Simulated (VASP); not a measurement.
A run of VASP 6.6.1:

The input POSCAR:

```
BiPd3
1.0
    0.0000000000      3.2630860000      3.2630860000
    3.2630860000      0.0000000000      3.2630860000
    3.2630860000      3.2630860000      0.0000000000
Bi Pd
1 3
Direct
    0.5000000000      0.5000000000      0.5000000000
    0.7500000000      0.7500000000      0.7500000000
    0.2500000000      0.2500000000      0.2500000000
    0.0000000000      0.0000000000      0.0000000000
```

INCAR.step1

```
PREC = Accurate
ENCUT = 520
ISMEAR = 0
SIGMA = 0.1
LREAL = F
LASPH = T
NELM = 80
NBANDS = 30
GGA = PE
ALGO = Normal
EDIFF = 1E-4
LWAVE = T
LCHARG = F
```

Contents of INCAR.step2:

```
PREC = Accurate
ENCUT = 520
EDIFF = 1E-6
ISMEAR = 0
SIGMA = 0.1
LREAL = F
LASPH = T
NELM = 80
ALGO = Normal
ISIF = 2
LWAVE = F
LCHARG = F
METAGGA = R2SCAN
LMIXTAU = T
NBANDS = 30
ISTART = 1
```

Contents of KPOINTS:

```
Automatic mesh
0
Gamma
  6 6 6
```

Potentials or basis: VASP PAW PBE potentials, release 64 (Bi_d, Pd).

Command:

```sh
$ cat potpaw_PBE.64/Bi_d/POTCAR potpaw_PBE.64/Pd/POTCAR > POTCAR
$ cp INCAR.step1 INCAR
$ mpirun -np 1 vasp_std > vasp.out
$ cp INCAR.step2 INCAR
$ mpirun -np 1 vasp_std > vasp.out
```

Hardware: 1 thread of Intel(R) Xeon(R) Platinum 8488C (Sapphire Rapids), with other jobs on the host.

Task: How long does it take, and how much memory?

Result: It took 78 s on 1 thread of Intel(R) Xeon(R) Platinum 8488C (Sapphire Rapids), on a shared host, peak memory 0.22 GiB. Counts: k points 16.
